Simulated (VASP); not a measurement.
# BeSb (P-6m2) in VASP: single point with PBE

Aim: the single point of BeSb with PBE.

All numbers are computed with VASP 6.6.1; they aren't measurements. Logs are shortened: lines on timing, memory, paths and dates and some standing lists are left out, and cuts for length are marked.

## 1. The cell of the first run

It takes space group P-6m2 (No. 187, hexagonal). The conventional cell has a = 3.879 Å, b = 3.879 Å, c = 3.038 Å, α = 90.00°, β = 90.00°, γ = 120.00°. Within 3.6 Å of Be (site symmetry -6m2) lie 6 Sb at 2.71 Å and 2 Be at 3.04 Å. Sb (site symmetry -6m2) has 6 Be at 2.71 Å and 2 Sb at 3.04 Å within 3.6 Å.

## 2. Single point, PBE

The input, POSCAR:

```
BeSb
1.0
    3.8790955075      0.0000000000      0.0000000000
   -1.9395477538      3.3593952532      0.0000000000
    0.0000000000      0.0000000000      3.0375455528
Be Sb
1 1
Direct
    0.0000000000      0.0000000000      0.0000000000
    0.3333333333      0.6666666667      0.5000000000
```

The input, INCAR.step1:

```
SYSTEM = BeSb
PREC     = Accurate       ! precision mode
ENCUT    = 520            ! plane-wave cutoff, eV
EDIFF    = 1E-6           ! SCF threshold, eV
ISMEAR   = 0              ! smearing method
SIGMA    = 0.1            ! smearing width, eV
LREAL    = .False.        ! projectors in reciprocal space
LASPH    = .True.         ! aspherical terms in the spheres
NELM     = 100            ! most SCF steps
ALGO     = Normal         ! electronic algorithm
ISIF     = 2              ! what is computed and relaxed
LWAVE    = .False.        ! write WAVECAR
LCHARG   = .True.         ! write CHGCAR
GGA      = PE             ! functional
NBANDS   = 10             ! bands
```

The input, KPOINTS.step1:

```
Automatic mesh
0
Gamma
  18 18 16
  0 0 0
```

The input, INCAR.step2:

```
SYSTEM = BeSb
PREC     = Accurate       ! precision mode
ENCUT    = 520            ! plane-wave cutoff, eV
EDIFF    = 1E-6           ! SCF threshold, eV
ISMEAR   = -5             ! smearing method
SIGMA    = 0.1            ! smearing width, eV
LREAL    = .False.        ! projectors in reciprocal space
LASPH    = .True.         ! aspherical terms in the spheres
NELM     = 100            ! most SCF steps
ALGO     = Normal         ! electronic algorithm
ISIF     = 2              ! what is computed and relaxed
LWAVE    = .False.        ! write WAVECAR
LCHARG   = .False.        ! write CHGCAR
GGA      = PE             ! functional
LORBIT   = 10             ! projections on sites
NEDOS    = 2001           ! points of the DOS
ICHARG   = 11             ! starting density
```

The input, KPOINTS.step2:

```
Automatic mesh
0
Gamma
  27 27 24
  0 0 0
```

Potentials or basis: VASP PAW PBE potentials, release 64 (Be, Sb).

On the command line:

```bash
> cat potpaw_PBE.64/Be/POTCAR potpaw_PBE.64/Sb/POTCAR > POTCAR
> cp INCAR.step1 INCAR
> cp KPOINTS.step1 KPOINTS
> mpirun -np 1 vasp_std > vasp.out
> cp INCAR.step2 INCAR
> cp KPOINTS.step2 KPOINTS
> mpirun -np 1 vasp_std > vasp.out
```

OUTCAR:

```text
SYSTEM = BeSb
   PREC = Accurate
   ENCUT = 520
   EDIFF = 1E-6
   ISMEAR = -5
   LREAL = .False.
   LASPH = .True.
   NELM = 100
   ISIF = 2
   GGA = PE
   LORBIT = 10
   ICHARG = 11

 ion  position               nearest neighbor table
   1  0.000  0.000  0.000-   2 2.71   2 2.71   2 2.71   2 2.71   2 2.71   2 2.71
   2  0.333  0.667  0.500-   1 2.71   1 2.71   1 2.71   1 2.71   1 2.71   1 2.71

  LATTYP: Found a hexagonal cell.
 ALAT       =     3.8790955075
 C/A-ratio  =     0.7830551083

  Lattice vectors:

 A1 = (   3.8790955075,   0.0000000000,   0.0000000000)
 A2 = (  -1.9395477538,   3.3593952532,   0.0000000000)
 A3 = (   0.0000000000,   0.0000000000,   3.0375455528)

Analysis of symmetry for initial positions (statically):
=====================================================================
 Subroutine PRICEL returns:
 Original cell was already a primitive cell.

 Routine SETGRP: Setting up the symmetry group for a
 hexagonal supercell.

 Subroutine GETGRP returns: Found 12 space group operations
 (whereof 12 operations were pure point group operations)
 out of a pool of 24 trial point group operations.

The static configuration has the point symmetry D_3h.

Analysis of symmetry for dynamics (positions and initial velocities):
=====================================================================
 Subroutine PRICEL returns:
 Original cell was already a primitive cell.

 Routine SETGRP: Setting up the symmetry group for a
 hexagonal supercell.

 Subroutine GETGRP returns: Found 12 space group operations
 (whereof 12 operations were pure point group operations)
 out of a pool of 24 trial point group operations.

The dynamic configuration has the point symmetry D_3h.

 Subroutine INISYM returns: Found 12 space group operations
 (whereof 12 operations are pure point group operations),
 and found     1 'primitive' translations

----------------------------------------------------------------------------------------

                                     Primitive cell

  volume of cell :      39.5835

  direct lattice vectors                    reciprocal lattice vectors
     3.879095508  0.000000000  0.000000000     0.257792054  0.148836312  0.000000000
    -1.939547754  3.359395253  0.000000000     0.000000000  0.297672624  0.000000000
     0.000000000  0.000000000  3.037545553     0.000000000  0.000000000  0.329213170

  length of vectors
     3.879095508  3.879095508  3.037545553     0.297672624  0.297672624  0.329213170

  position of ions in fractional coordinates (direct lattice)
     0.000000000  0.000000000  0.000000000
     0.333333333  0.666666667  0.500000000

  ion indices of the primitive-cell ions
   primitive index   ion index
                 1           1
                 2           2

----------------------------------------------------------------------------------------

 KPOINTS: Automatic mesh

Automatic generation of k-mesh.
 Grid dimensions read from file:
 generate k-points for:   27   27   24

 Generating k-lattice:

  Cartesian coordinates                     Fractional coordinates (reciprocal lattice)
     0.009547854  0.005512456  0.000000000     0.037037037 -0.000000000  0.000000000
     0.000000000  0.011024912  0.000000000     0.000000000  0.037037037  0.000000000
     0.000000000  0.000000000  0.013717215     0.000000000  0.000000000  0.041666667

  Length of vectors
     0.011024912  0.011024912  0.013717215

  Shift w.r.t. Gamma in fractional coordinates (k-lattice)
     0.000000000  0.000000000  0.000000000

 TETIRR: Found  17736 inequivalent tetrahedra from   104976

 Subroutine IBZKPT returns following result:
 ===========================================

 Found    975 irreducible k-points:

 Following reciprocal coordinates:
            Coordinates               Weight
  0.000000  0.000000  0.000000      1.000000
  0.037037  0.000000  0.000000      6.000000
  0.074074  0.000000  0.000000      6.000000
  0.111111  0.000000  0.000000      6.000000
  0.148148  0.000000  0.000000      6.000000
  0.185185  0.000000  0.000000      6.000000
[... 16 lines left out ...]
  0.333333  0.037037  0.000000     12.000000
  0.370370  0.037037  0.000000     12.000000
 [... further k-points ...]
   k-points           NKPTS =    975   k-points in BZ     NKDIM =    975   number of bands    NBANDS=      7
   number of dos      NEDOS =   2001   number of ions     NIONS =      2
   total plane-waves  NPLWV =  21600
   dimension x,y,z NGX =    30 NGY =   30 NGZ =   24
   dimension x,y,z NGXF=    60 NGYF=   60 NGZF=   48
   ions per type =               1   1
   NGX,Y,Z   is equivalent  to a cutoff of  12.86, 12.86, 13.14 a.u.
   NGXF,Y,Z  is equivalent  to a cutoff of  25.71, 25.71, 26.27 a.u.
 SYSTEM =  BeSb
   PREC   = accura    normal or accurate (medium, high low for compatibility)
   ISTART =      0    job   : 0-new  1-cont  2-samecut
   ICHARG =     11    charge: 1-file 2-atom 10-const
   ISPIN  =      1    spin polarized calculation?
   LNONCOLLINEAR =      F non collinear calculations
   LSORBIT =      F    spin-orbit coupling
   LASPH  =      T    aspherical Exc in radial PAW
   ENCUT  =  520.0 eV  38.22 Ry    6.18 a.u.   7.21  7.21  5.65*2*pi/ulx,y,z
   NELM   =    100;   NELMIN=  2; NELMDL=  0     # of ELM steps
   EDIFF  = 0.1E-05   stopping-criterion for ELM
   LREAL  =      F    real-space projection
   EDIFFG = 0.1E-04   stopping-criterion for IOM
   NSW    =      0    number of steps for IOM
   IBRION =     -1    ionic relax: 0-MD 1-quasi-New 2-CG
   NFREE  =      0    steps in history (QN), initial steepest desc. (CG)
   ISIF   =      2    stress and relaxation
   ISYM   =      2    0-nonsym 1-usesym 2-fastsym
   POTIM  = 0.5000    time-step for ionic-motion
   TEBEG  =    0.0;   TEEND  =   0.0 temperature during run
   PSTRESS=    0.0 pullay stress
   NELECT =       7.0000    total number of electrons
   NUPDOWN=      -1.0000    fix difference up-down
   EMIN   =  10.00;   EMAX   =-10.00  energy-range for DOS
   EFERMI =   0.00;   METHOD = LEGACY
   ISMEAR =    -5;   SIGMA  =   0.10  broadening in eV -4-tet -1-fermi 0-gaus
   EFERMI_NEDOS =   21; number of points for ismear=-14 and -15
   IALGO  =     38    algorithm
   IMIX   =      4    mixing-type and parameters
     AMIX     =   0.40;   BMIX     =  1.00
     AMIX_MAG =   1.60;   BMIX_MAG =  1.00
  volume/ion in A,a.u.               =      19.79       133.56
  Fermi-wavevector in a.u.,A,eV,Ry     =   0.918902  1.736474 11.488509  0.844382
  Thomas-Fermi vector in A             =   2.044036
   LORBIT       =     10    0 simple, 1 ext, 2 COOP (PROOUT), +10 PAW based schemes
   GGA     = PE    functional components
   LHFCALC =     F    Hartree Fock is set to
   AEXX    =    0.0000 exact exchange contribution
   IVDW    =     0    specifies the selected vdW correction
   LEPSILON=     F    determine dielectric tensor
   LRPA    =     F    only Hartree local field effects (RPA)
 non-spin polarized calculation
 Fermi weights with tetrahedron method with Bloechl corrections
  energy-cutoff  :      520.00
  volume of cell :       39.58
 maximum number of plane-waves:      1097
 NGX is ok and might be reduce to    30

 number of electron       7.0000000 magnetization

 Free energy of the ion-electron system (eV)
  ---------------------------------------------------
  ext. energy  EPLUGINS =         0.00000000
  ---------------------------------------------------
  free energy    TOTEN  =        -6.87398553 eV

  energy without entropy =       -6.87398553  energy(sigma->0) =       -6.87398553

 E-fermi :   6.9210     XC(G=0):  -9.7339

 val. band max:        6.9527400564   @ k =   0.2222   0.1852   0.5000
 cond. band min:       6.8783504914   @ k =   0.4074   0.0741   0.4167
 fundamental gap:     -0.0743895650
 Fermi energy:         6.9209669889

 k-point     1 :       0.0000    0.0000    0.0000
  band No.  band energies     occupation
      1      -5.3898      2.00000
      2       6.1510      2.00000
      3       6.1510      2.00000
      4       9.0535      0.00000
      5       9.3628      0.00000
      6      10.2973      0.00000
      7      10.2973      0.00000

 k-point     2 :       0.0370    0.0000    0.0000
  band No.  band energies     occupation
      1      -5.3755      2.00000
      2       5.9791      2.00000
      3       6.1078      2.00000
      4       9.1838      0.00000
      5       9.3796      0.00000
      6      10.2877      0.00000
      7      10.3713      0.00000

 k-point     3 :       0.0741    0.0000    0.0000
  band No.  band energies     occupation
      1      -5.3329      2.00000
      2       5.5497      2.00000
      3       5.9876      2.00000
      4       9.4170      0.00000
      5       9.4297      0.00000
      6      10.3463      0.00000
      7      10.5834      0.00000

 k-point     4 :       0.1111    0.0000    0.0000
  band No.  band energies     occupation
      1      -5.2625      2.00000
      2       4.9941      2.00000
      3       5.8126      2.00000
      4       9.4625      0.00000
      5       9.5129      0.00000
      6      10.6680      0.00000
      7      10.9108      0.00000

 k-point     5 :       0.1481    0.0000    0.0000
  band No.  band energies     occupation
      1      -5.1652      2.00000
      2       4.3893      2.00000
      3       5.6069      2.00000
      4       9.3294      0.00000
      5       9.6282      0.00000
      6      11.2000      0.00000
      7      11.3282      0.00000
[... 161 lines left out ...]
 k-point    22 :       0.2963    0.0370    0.0000
  band No.  band energies     occupation
      1      -4.4513      2.00000
      2       1.7938      2.00000
      3       4.6268      2.00000
      4       8.6417      0.00000
      5      10.5130      0.00000
      6      13.4055      0.00000
      7      14.1436      0.00000

 k-point    23 :       0.3333    0.0370    0.0000
  band No.  band energies     occupation
      1      -4.2656      2.00000
      2       1.3321      2.00000
      3       4.4829      2.00000
      4       8.5136      0.00000
      5      10.7636      0.00000
      6      13.9592      0.00000
      7      14.5798      0.00000

 k-point    24 :       0.3704    0.0370    0.0000
  band No.  band energies     occupation
      1      -4.0904      2.00000
      2       0.9397      2.00000
      3       4.3690      2.00000
      4       8.4128      0.00000
      5      11.0162      0.00000
      6      14.3574      0.00000
      7      14.4058      0.00000

 [... further k-points ...]

------------------------ aborting loop because EDIFF is reached ----------------------------------------

  FORCE on cell =-STRESS in cart. coord.  units (eV):
  Direction    XX          YY          ZZ          XY          YZ          ZX
  --------------------------------------------------------------------------------------
  -------------------------------------------------------------------------------------
  Total       -0.0002406     -0.0002406      0.0940844      0.0000000      0.0000000     -0.0000000
  in kB       -0.0097382     -0.0097382      3.8081481      0.0000000      0.0000000     -0.0000000
  external PRESSURE =       1.2628906 kB  Pullay stress =       0.0000000 kB

 VOLUME and BASIS-vectors are now :
 -----------------------------------------------------------------------------
  energy-cutoff  :      520.00
  volume of cell :       39.58
      direct lattice vectors                 reciprocal lattice vectors
     3.879095508  0.000000000  0.000000000     0.257792054  0.148836312  0.000000000
    -1.939547754  3.359395253  0.000000000     0.000000000  0.297672624  0.000000000
     0.000000000  0.000000000  3.037545553     0.000000000  0.000000000  0.329213170

 POSITION                                       TOTAL-FORCE (eV/Angst)
 -----------------------------------------------------------------------------------
      0.00000      0.00000      0.00000         0.000000      0.000000      0.000000
     -0.00000      2.23960      1.51877        -0.000000      0.000000      0.000000
 -----------------------------------------------------------------------------------
    total drift:                                0.000029     -0.000017     -0.000000

  FREE ENERGIE OF THE ION-ELECTRON SYSTEM (eV)
  ---------------------------------------------------
  free  energy   TOTEN  =        -6.8739855342 eV

  energy  without entropy=       -6.8739855342  energy(sigma->0) =       -6.87398553

 total charge

# of ion       s       p       d       tot
------------------------------------------
    1        0.382   0.442   0.000   0.824
    2        1.181   1.213   0.050   2.444
--------------------------------------------------
tot          1.563   1.655   0.050   3.268
```

Run time: 85 s. Hardware: 1 thread of Intel Xeon 6975P-C (Granite Rapids), shared host; peak memory 0.47 GiB.

What came out:

| Property | Result |
| --- | --- |
| Valence electrons inside the program's atomic spheres | Be 0.82; Sb 2.44 |

Levels at points of the mesh, in eV from the Fermi level:
```csv
k point,band 1,band 2,band 3,band 4,band 5,band 6
"(0.00, 0.00, 0.00)",-12.31,-0.77,-0.77,2.13,2.44,3.38
"(0.00, 0.00, 0.50)",-9.26,-6.68,2.63,2.63,3.49,3.49
```

Caveat: spin-orbit coupling is left out, which moves the levels of the heavy elements.
